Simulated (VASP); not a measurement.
# Zn (Fm-3m) in VASP: single point with PBE

Aim: the single point of Zn with PBE.

Everything below comes from runs of VASP 6.6.1. Logs are shortened: lines on timing, memory, paths and dates and some standing lists are left out, and cuts for length are marked.

## 1. The cell of the first run

The structure is cubic, space group Fm-3m (No. 225). The conventional cell has a = 3.931 Å, b = 3.931 Å, c = 3.931 Å, α = 90.00°, β = 90.00°, γ = 90.00°. Within 3.7 Å of Zn (site symmetry m-3m) lie 12 Zn at 2.78 Å.

## 2. Single point, PBE

Input file INCAR:

```
SYSTEM = Zn
PREC     = Accurate       ! precision mode
ENCUT    = 500            ! plane-wave cutoff, eV
EDIFF    = 1E-6           ! SCF threshold, eV
ISMEAR   = 0              ! smearing method
SIGMA    = 0.05           ! smearing width, eV
LREAL    = .FALSE.        ! projectors in reciprocal space
LASPH    = .TRUE.         ! aspherical terms in the spheres
NELM     = 120            ! most SCF steps
ALGO     = Normal         ! electronic algorithm
ISIF     = 2              ! what is computed and relaxed
LWAVE    = .FALSE.        ! write WAVECAR
LCHARG   = .FALSE.        ! write CHGCAR
GGA      = PE             ! functional
NBANDS   = 12             ! bands
GGA_COMPAT= .FALSE.
```

Input file KPOINTS:

```
regular mesh
0
G
  8 8 8
  0 0 0
```

Input file POSCAR:

```
Zn
1.0
    0.0000000000      1.9655130775      1.9655130775
    1.9655130775      0.0000000000      1.9655130775
    1.9655130775      1.9655130775      0.0000000000
Zn
1
Direct
    0.0000000000      0.0000000000      0.0000000000
```

Potentials or basis: VASP PAW PBE potentials, release 64 (Zn).

Started as:

```console
$ cat potpaw_PBE.64/Zn/POTCAR > POTCAR
$ mpirun -np 1 vasp_std > vasp.out
```

OUTCAR:

```text
SYSTEM = Zn
   PREC = Accurate
   ENCUT = 500
   EDIFF = 1E-6
   ISMEAR = 0
   LREAL = .FALSE.
   LASPH = .TRUE.
   NELM = 120
   ISIF = 2
   GGA = PE

 ion  position               nearest neighbor table
   1  0.000  0.000  0.000-

  LATTYP: Found a face centered cubic cell.
 ALAT       =     3.9310261550

  Lattice vectors:

 A1 = (   0.0000000000,   1.9655130775,   1.9655130775)
 A2 = (   1.9655130775,   0.0000000000,   1.9655130775)
 A3 = (   1.9655130775,   1.9655130775,   0.0000000000)

Analysis of symmetry for initial positions (statically):
=====================================================================
 Subroutine PRICEL returns:
 Original cell was already a primitive cell.

 Routine SETGRP: Setting up the symmetry group for a
 face centered cubic supercell.

 Subroutine GETGRP returns: Found 48 space group operations
 (whereof 48 operations were pure point group operations)
 out of a pool of 48 trial point group operations.

The static configuration has the point symmetry O_h .

Analysis of symmetry for dynamics (positions and initial velocities):
=====================================================================
 Subroutine PRICEL returns:
 Original cell was already a primitive cell.

 Routine SETGRP: Setting up the symmetry group for a
 face centered cubic supercell.

 Subroutine GETGRP returns: Found 48 space group operations
 (whereof 48 operations were pure point group operations)
 out of a pool of 48 trial point group operations.

The dynamic configuration has the point symmetry O_h .

 Subroutine INISYM returns: Found 48 space group operations
 (whereof 48 operations are pure point group operations),
 and found     1 'primitive' translations

----------------------------------------------------------------------------------------

                                     Primitive cell

  volume of cell :      15.1865

  direct lattice vectors                    reciprocal lattice vectors
     0.000000000  1.965513078  1.965513078    -0.254386504  0.254386504  0.254386504
     1.965513078  0.000000000  1.965513078     0.254386504 -0.254386504  0.254386504
     1.965513078  1.965513078  0.000000000     0.254386504  0.254386504 -0.254386504

  length of vectors
     2.779655251  2.779655251  2.779655251     0.440610349  0.440610349  0.440610349

  position of ions in fractional coordinates (direct lattice)
     0.000000000  0.000000000  0.000000000

  ion indices of the primitive-cell ions
   primitive index   ion index
                 1           1

----------------------------------------------------------------------------------------

 KPOINTS: regular mesh

Automatic generation of k-mesh.
 Grid dimensions read from file:
 generate k-points for:    8    8    8

 Generating k-lattice:

  Cartesian coordinates                     Fractional coordinates (reciprocal lattice)
    -0.031798313  0.031798313  0.031798313     0.125000000  0.000000000  0.000000000
     0.031798313 -0.031798313  0.031798313     0.000000000  0.125000000  0.000000000
     0.031798313  0.031798313 -0.031798313     0.000000000  0.000000000  0.125000000

  Length of vectors
     0.055076294  0.055076294  0.055076294

  Shift w.r.t. Gamma in fractional coordinates (k-lattice)
     0.000000000  0.000000000  0.000000000

 Subroutine IBZKPT returns following result:
 ===========================================

 Found     29 irreducible k-points:

 Following reciprocal coordinates:
            Coordinates               Weight
  0.000000  0.000000  0.000000      1.000000
  0.125000  0.000000  0.000000      8.000000
  0.250000  0.000000  0.000000      8.000000
  0.375000  0.000000  0.000000      8.000000
  0.500000  0.000000  0.000000      4.000000
  0.125000  0.125000  0.000000      6.000000
[... 16 lines left out ...]
  0.500000  0.250000  0.125000     48.000000
 -0.375000  0.250000  0.125000     24.000000
 [... further k-points ...]
   k-points           NKPTS =     29   k-points in BZ     NKDIM =     29   number of bands    NBANDS=     12
   number of dos      NEDOS =    301   number of ions     NIONS =      1
   total plane-waves  NPLWV =   8000
   dimension x,y,z NGX =    20 NGY =   20 NGZ =   20
   dimension x,y,z NGXF=    40 NGYF=   40 NGZF=   40
   ions per type =               1
   NGX,Y,Z   is equivalent  to a cutoff of  11.96, 11.96, 11.96 a.u.
   NGXF,Y,Z  is equivalent  to a cutoff of  23.92, 23.92, 23.92 a.u.
 SYSTEM =  Zn
   PREC   = accura    normal or accurate (medium, high low for compatibility)
   ISTART =      0    job   : 0-new  1-cont  2-samecut
   ICHARG =      2    charge: 1-file 2-atom 10-const
   ISPIN  =      1    spin polarized calculation?
   LNONCOLLINEAR =      F non collinear calculations
   LSORBIT =      F    spin-orbit coupling
   LASPH  =      T    aspherical Exc in radial PAW
   ENCUT  =  500.0 eV  36.75 Ry    6.06 a.u.   5.07  5.07  5.07*2*pi/ulx,y,z
   NELM   =    120;   NELMIN=  2; NELMDL= -5     # of ELM steps
   EDIFF  = 0.1E-05   stopping-criterion for ELM
   LREAL  =      F    real-space projection
   EDIFFG = 0.1E-04   stopping-criterion for IOM
   NSW    =      0    number of steps for IOM
   IBRION =     -1    ionic relax: 0-MD 1-quasi-New 2-CG
   NFREE  =      0    steps in history (QN), initial steepest desc. (CG)
   ISIF   =      2    stress and relaxation
   ISYM   =      2    0-nonsym 1-usesym 2-fastsym
   POTIM  = 0.5000    time-step for ionic-motion
   TEBEG  =    0.0;   TEEND  =   0.0 temperature during run
   PSTRESS=    0.0 pullay stress
   NELECT =      12.0000    total number of electrons
   NUPDOWN=      -1.0000    fix difference up-down
   EMIN   =  10.00;   EMAX   =-10.00  energy-range for DOS
   EFERMI =   0.00;   METHOD = LEGACY
   ISMEAR =     0;   SIGMA  =   0.05  broadening in eV -4-tet -1-fermi 0-gaus
   EFERMI_NEDOS =   21; number of points for ismear=-14 and -15
   IALGO  =     38    algorithm
   IMIX   =      4    mixing-type and parameters
     AMIX     =   0.40;   BMIX     =  1.00
     AMIX_MAG =   1.60;   BMIX_MAG =  1.00
  volume/ion in A,a.u.               =      15.19       102.48
  Fermi-wavevector in a.u.,A,eV,Ry     =   1.513501  2.860102 31.166655  2.290685
  Thomas-Fermi vector in A             =   2.623283
   LORBIT       =      0    0 simple, 1 ext, 2 COOP (PROOUT), +10 PAW based schemes
   GGA     = PE    functional components
   LHFCALC =     F    Hartree Fock is set to
   AEXX    =    0.0000 exact exchange contribution
   IVDW    =     0    specifies the selected vdW correction
   LEPSILON=     F    determine dielectric tensor
   LRPA    =     F    only Hartree local field effects (RPA)
 non-spin polarized calculation
 Gauss-broadening in eV      SIGMA  =   0.05
  energy-cutoff  :      500.00
  volume of cell :       15.19
 maximum number of plane-waves:       396
   NGX = 11   NGY = 11   NGZ = 11

 number of electron      11.9999991 magnetization

 Free energy of the ion-electron system (eV)
  ---------------------------------------------------
  ext. energy  EPLUGINS =         0.00000000
  ---------------------------------------------------
  free energy    TOTEN  =        -1.07932883 eV

  energy without entropy =       -1.07882066  energy(sigma->0) =       -1.07907475

 E-fermi :   2.7748     XC(G=0): -11.5709

 val. band max:        2.5825578811   @ k =  -0.3750   0.3750   0.1250
 cond. band min:       2.8237391107   @ k =   0.5000   0.1250   0.0000
 fundamental gap:      0.2411812296
 Fermi energy:         2.7748428966

 k-point     1 :       0.0000    0.0000    0.0000
  band No.  band energies     occupation
      1      -7.2694      2.00000
      2      -4.5389      2.00000
      3      -4.5389      2.00000
      4      -4.5389      2.00000
      5      -4.1594      2.00000
      6      -4.1594      2.00000
      7      21.3304      0.00000
      8      21.3304      0.00000
      9      21.3304      0.00000
     10      21.9605      0.00000
     11      24.1099      0.00000
     12      24.1099      0.00000

 k-point     2 :       0.1250    0.0000    0.0000
  band No.  band energies     occupation
      1      -6.8049      2.00000
      2      -4.5685      2.00000
      3      -4.4922      2.00000
      4      -4.4922      2.00000
      5      -4.1688      2.00000
      6      -4.1688      2.00000
      7      16.2105      0.00000
      8      20.2512      0.00000
      9      20.2512      0.00000
     10      21.6234      0.00000
     11      25.9746      0.00000
     12      25.9746      0.00000

 k-point     3 :       0.2500    0.0000    0.0000
  band No.  band energies     occupation
      1      -5.6618      2.00000
      2      -4.4594      2.00000
      3      -4.4594      2.00000
      4      -4.3750      2.00000
      5      -4.1068      2.00000
      6      -4.1068      2.00000
      7      10.3841      0.00000
      8      19.0768      0.00000
      9      19.0768      0.00000
     10      21.2021      0.00000
     11      24.9327      0.00000
     12      24.9327      0.00000
[... 286 lines left out ...]
 k-point    23 :       0.5000    0.2500    0.1250
  band No.  band energies     occupation
      1      -4.9073      2.00000
      2      -4.6402      2.00000
      3      -4.5037      2.00000
      4      -4.2308      2.00000
      5      -3.9671      2.00000
      6      -1.0855      2.00000
      7       6.4553      0.00000
      8      11.3078      0.00000
      9      13.8835      0.00000
     10      20.8844      0.00000
     11      24.0449      0.00000
     12      26.7204      0.00000

 k-point    24 :      -0.3750    0.2500    0.1250
  band No.  band energies     occupation
      1      -4.9326      2.00000
      2      -4.6988      2.00000
      3      -4.3424      2.00000
      4      -4.3022      2.00000
      5      -3.8993      2.00000
      6       1.9273      2.00000
      7       2.5188      2.00000
      8      11.8346      0.00000
      9      12.4111      0.00000
     10      20.7700      0.00000
     11      23.7305      0.00000
     12      31.3300      0.00000

 [... further k-points ...]
[... 5 lines left out ...]
  --------------------------------------------------------------------------------------
  -------------------------------------------------------------------------------------
  Total        0.0459886      0.0459886      0.0459886      0.0000000      0.0000000      0.0000000
  in kB        4.8517965      4.8517965      4.8517965      0.0000000      0.0000000      0.0000000
  external PRESSURE =       4.8517965 kB  Pullay stress =       0.0000000 kB

 VOLUME and BASIS-vectors are now :
 -----------------------------------------------------------------------------
  energy-cutoff  :      500.00
  volume of cell :       15.19
      direct lattice vectors                 reciprocal lattice vectors
     0.000000000  1.965513078  1.965513078    -0.254386504  0.254386504  0.254386504
     1.965513078  0.000000000  1.965513078     0.254386504 -0.254386504  0.254386504
     1.965513078  1.965513078  0.000000000     0.254386504  0.254386504 -0.254386504

 POSITION                                       TOTAL-FORCE (eV/Angst)
 -----------------------------------------------------------------------------------
      0.00000      0.00000      0.00000         0.000000      0.000000      0.000000
 -----------------------------------------------------------------------------------
    total drift:                               -0.000000     -0.000000     -0.000000

  FREE ENERGIE OF THE ION-ELECTRON SYSTEM (eV)
  ---------------------------------------------------
  free  energy   TOTEN  =        -1.0793288287 eV

  energy  without entropy=       -1.0788206625  energy(sigma->0) =       -1.07907475
```

Run time: 12 s. Hardware: 1 thread of AMD EPYC 7R13, shared host; peak memory 0.09 GiB.

What came out:

* Free energy: -1.0793 eV
* Pressure: 0.5 GPa
* Band gap on the k mesh: zero (band 6 reaches 5.33 eV, above the bottom of band 7 at 1.69 eV)

Levels at points of the mesh, in eV from the Fermi level:
| k point | band 2 | band 3 | band 4 | band 5 | band 6 | band 7 | band 8 | band 9 | band 10 | band 11 |
| --- | --- | --- | --- | --- | --- | --- | --- | --- | --- | --- |
| (0.00, 0.00, 0.00) | -7.31 | -7.31 | -7.31 | -6.93 | -6.93 | 18.56 | 18.56 | 18.56 | 19.19 | 21.34 |
| (0.50, 0.00, 0.00) | -7.32 | -7.32 | -6.65 | -6.65 | -2.59 | -1.08 | 15.54 | 15.54 | 17.73 | 19.24 |
| (0.50, 0.50, 0.00) | -7.92 | -6.67 | -6.58 | -6.58 | -0.69 | 2.03 | 8.73 | 8.73 | 12.37 | 13.53 |
